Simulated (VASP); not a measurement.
The system is B.

```xyz
4
Lattice="2.1006 0.0000 0.0000 -1.0503 1.8192 0.0000 0.0000 0.0000 6.8605" Properties=species:S:1:pos:R:3 pbc="T T T"
B     0.0000    0.0000    0.0000
B     0.0000    0.0000    3.4303
B     0.0000    1.2128    1.7151
B     1.0503    0.6064    5.1454
```

| Property | Result |
| --- | --- |
| Program | VASP 6.6.1 |
| Task | relaxation of cell and atoms |
| Functional | RPBE |
| Potentials or basis | VASP PAW PBE potentials, release 64 (B) |
| Cutoff | 600 eV |
| k mesh | 17 × 17 × 5 |
| Occupations | fermi-dirac, width 0.1 eV |
| Spin | no spin polarisation |

At the start: pressure -18.0 GPa; volume 6.55 Å³/atom.

**Question.** How do energy, volume and symmetry change on relaxing?

**Answer.** Over 32 steps the energy falls by 635.3 meV/atom and the volume is 7.99 Å³/atom (+21.9 %); space group P6_3/mmc (No. 194, to 0.05 Å).

The path:
```
step  energy change (eV)  largest force (eV/Å)  pressure (GPa)  volume (Å³)
   1              0.0000                0.0000          -18.04        26.22
   2             -0.1325                0.0000            7.02        23.51
   3             -0.1411                0.0000            1.35        24.01
   4             -0.1710                0.0000            2.01        23.97
   5             -0.2955                0.0000            4.49        23.84
   6             -0.5780                0.0000           16.44        23.39
   7             -0.2971                0.0000           71.24        21.87
   8             -0.6283                0.0000           44.53        22.55
   9             -0.6597                0.0000           36.96        22.76
  10             -0.6463                0.0000           41.36        22.64
  11             -0.7457                0.0000           34.72        23.05
  12             -0.9542                0.0000           17.27        24.33
  13             -1.0259                0.0000           -8.32        27.02
  14             -1.0475                0.0000           -1.55        26.17
  15             -1.0752                0.0000           -1.42        26.27
  16             -1.1507                0.0000           -1.04        26.56
  17             -1.3000                0.0000            0.39        27.10
  18             -1.8401                0.0000            3.18        27.99
  19             -2.2613                0.0000           28.60        29.07
  20             -2.3889                0.0000           16.81        28.82
  21             -2.3853                0.0000           19.63        28.90
  22             -2.4244                0.0000           17.69        29.47
  23             -2.4574                0.0000           14.11        30.60
  24             -2.5023                0.0000            9.47        30.99
  25             -2.5356                0.0000           -2.88        32.17
  26             -2.5409                0.0000            0.16        31.86
  27             -2.5409                0.0000            0.41        31.83
  28             -2.5409                0.0000            0.39        31.84
  29             -2.5411                0.0000            0.31        31.88
  30             -2.5412                0.0000            0.16        31.95
  31             -2.5412                0.0000            0.14        31.95
  32             -2.5412                0.0000           -0.04        31.97
```

Final structure:
```cif
data_structure
_symmetry_space_group_name_H-M 'P 1'
_symmetry_Int_Tables_number 1
_cell_length_a 1.7233
_cell_length_b 1.7233
_cell_length_c 12.4302
_cell_angle_alpha 90.000
_cell_angle_beta 90.000
_cell_angle_gamma 120.000
_cell_volume 31.97
loop_
_atom_site_label
_atom_site_type_symbol
_atom_site_fract_x
_atom_site_fract_y
_atom_site_fract_z
_atom_site_occupancy
B1 B 0.00000 0.00000 0.00000 1
B2 B 0.00000 0.00000 0.50000 1
B3 B 0.33333 0.66667 0.25000 1
B4 B 0.66667 0.33333 0.75000 1
```

Caveat: the volume moved by over 15 % at a fixed basis, so the end points are rough; the PAW data sets were made with another functional, which shifts forces and pressure a little.
